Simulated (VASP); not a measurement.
Here is a VASP 6.6.1 calculation.

The input INCAR:

```
PREC     = Accurate       # precision mode
ENCUT    = 520            # plane-wave cutoff, eV
EDIFF    = 1E-6           # SCF threshold, eV
ISMEAR   = 0              # smearing method
SIGMA    = 0.1            # smearing width, eV
LREAL    = F              # projectors in reciprocal space
LASPH    = T              # aspherical terms in the spheres
NELM     = 100            # most SCF steps
ALGO     = Normal         # electronic algorithm
ISIF     = 2              # what is computed and relaxed
LWAVE    = F              # write WAVECAR
LCHARG   = F              # write CHGCAR
GGA      = PE             # functional
NBANDS   = 14             # bands
```

File KPOINTS:

```
Automatic mesh
0
Gamma
  6 6 6
```

File POSCAR:

```
Be2Pd
1.0
    3.0896998625      0.0000000000      0.0000000000
   -1.5448499312      2.6757585710      0.0000000000
    0.0000000000      0.0000000000      3.3360546688
Be Pd
2 1
Direct
    0.3333333333      0.6666666667      0.5000000000
    0.6666666667      0.3333333333      0.5000000000
    0.0000000000      0.0000000000      0.0000000000
```

Potentials or basis: VASP PAW PBE potentials, release 64 (Be, Pd).

Run with:

```sh
$ cat potpaw_PBE.64/Be/POTCAR potpaw_PBE.64/Pd/POTCAR > POTCAR
$ mpirun -np 1 vasp_std > vasp.out
```

Problem. Estimate the pressure.

Solution. 29.7 GPa.

Problem. What does it give for the band gap on the k mesh?

Solution. Zero (bands 7 and 8 overlap by 3.34 eV).

Stress tensor (GPa, compression positive):
```
48.51  0.00  0.00
 0.00 48.51  0.00
 0.00  0.00 -8.01
```

Caveat: the k points lie up to 0.39 Å⁻¹ apart, too coarse for converged energies and pressures of a metal.
